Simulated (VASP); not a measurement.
A run of VASP 6.6.1 is set up as follows.

The input INCAR:

```
SYSTEM = MoS2
ALGO = Normal
EDIFF = 1E-6
ENCUT = 520
GGA = PS
ISIF = 2
ISMEAR = 0
LASPH = .True.
LCHARG = .True.
LELF = .True.
LREAL = .False.
LVHAR = .True.
LWAVE = .False.
NBANDS = 35
NELECT = 52.2
NELM = 80
PREC = Accurate
SIGMA = 0.05
```

Contents of KPOINTS:

```
k-points
0
Gamma
  9 9 2
  0 0 0
```

The input POSCAR:

```
MoS2
1.0
    3.1690000000      0.0000000000      0.0000000000
   -1.5845000000      2.7444345046      0.0000000000
    0.0000000000      0.0000000000     12.3240000000
Mo S
2 4
Direct
    0.3333333333      0.6666666667      0.2500000000
    0.6666666667      0.3333333333      0.7500000000
    0.3333333333      0.6666666667      0.6230000000
    0.6666666667      0.3333333333      0.1230000000
    0.3333333333      0.6666666667      0.8770000000
    0.6666666667      0.3333333333      0.3770000000
```

Potentials or basis: VASP PAW PBE potentials, release 64 (Mo_sv, S).

The run is started by

```console
$ cat potpaw_PBE.64/Mo_sv/POTCAR potpaw_PBE.64/S/POTCAR > POTCAR
$ mpirun -np 1 vasp_std > vasp.out
```

Estimate the largest force.

0.177 eV/Å.

Forces in eV/Å, atoms in the order of the input:
```
Mo   0.000  0.000  0.000
Mo   0.000  0.000  0.000
S    0.000  0.000  0.177
S    0.000  0.000  0.177
S    0.000  0.000 -0.177
S    0.000  0.000 -0.177
```

Caveat: the cell carries a net charge on a neutralising background, which shifts energy and pressure; the PAW data sets were made with another functional, which shifts forces and pressure a little.
